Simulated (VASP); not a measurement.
Here is a VASP 6.6.1 calculation.

The input INCAR:

```
SYSTEM = GaO
ALGO = Normal
EDIFF = 1E-7
ENCUT = 520
GGA = PE
ISIF = 2
ISMEAR = 0
LASPH = .TRUE.
LCHARG = .TRUE.
LELF = .TRUE.
LREAL = .FALSE.
LVHAR = .TRUE.
LWAVE = .FALSE.
NBANDS = 16
NELM = 60
PREC = Accurate
SIGMA = 0.1
```

The input KPOINTS:

```
k-points
0
G
  20 20 20
  0 0 0
```

File POSCAR:

```
GaO
1.0
    2.8337884209      0.0000000000      0.0000000000
    0.0000000000      2.8337884209      0.0000000000
    0.0000000000      0.0000000000      2.8337080047
Ga O
1 1
Direct
    0.0000000000      0.0000000000      0.0000000000
    0.5000000000      0.5000000000      0.5000000000
```

Potentials or basis: VASP PAW PBE potentials, release 64 (Ga_d, O).

Command:

```sh
$ cat potpaw_PBE.64/Ga_d/POTCAR potpaw_PBE.64/O/POTCAR > POTCAR
$ mpirun -np 1 vasp_std > vasp.out
```

(1) Estimate the pressure.

(2) Predict the band gap on the k mesh.

## Answers

(1) 0.3 GPa.

(2) zero (an odd number of electrons rules out a gap without spin polarisation).

Caveat: an odd number of electrons without spin polarisation forces a metal; a magnetic or distorted state may lie lower.
